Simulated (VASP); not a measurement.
B: single point with PBEsol

The system is B.

```
B
1.0
     1.70740    0.00000    0.00000
    -0.85370    1.47865    0.00000
     0.00000    0.00000    3.56021
B
1
Direct
  0.00000 0.00000 0.00000
```

This isn't the form of B at room conditions, which is rhombohedral.

```yaml
Program: VASP 6.6.1
Task: single point
Functional: PBEsol
Potentials_or_basis: VASP PAW PBE potentials, release 64 (B)
Cutoff: 520 eV
k_mesh: 33 × 33 × 24
Occupations: gaussian, width 0.1 eV
Spin: no spin polarisation
Dipole_correction: no
Further_INCAR_settings: ALGO = Normal; EDIFF = 1e-06; NBANDS = 8
```

```
Pressure               : 0.2 GPa
Band gap on the k mesh : zero (an odd number of electrons rules out a gap without spin polarisation)
```

Stress tensor (GPa, compression positive):
```
 0.34  0.00  0.00
 0.00  0.34  0.00
 0.00  0.00 -0.07
```

Levels at points of the mesh, in eV from the Fermi level:
| k point | band 1 | band 2 | band 3 | band 4 | band 5 |
| --- | --- | --- | --- | --- | --- |
| (0.00, 0.00, 0.00) | -17.24 | -6.64 | 2.27 | 24.66 | 24.66 |
| (0.00, 0.00, 0.50) | -16.86 | -8.82 | 9.36 | 14.43 | 24.67 |

It took 32 s on 1 thread of Intel(R) Xeon(R) 6975P-C (Granite Rapids), with other jobs on the host, peak memory 0.18 GiB.

Caveat: the PAW data sets were made with another functional, which shifts forces and pressure a little.
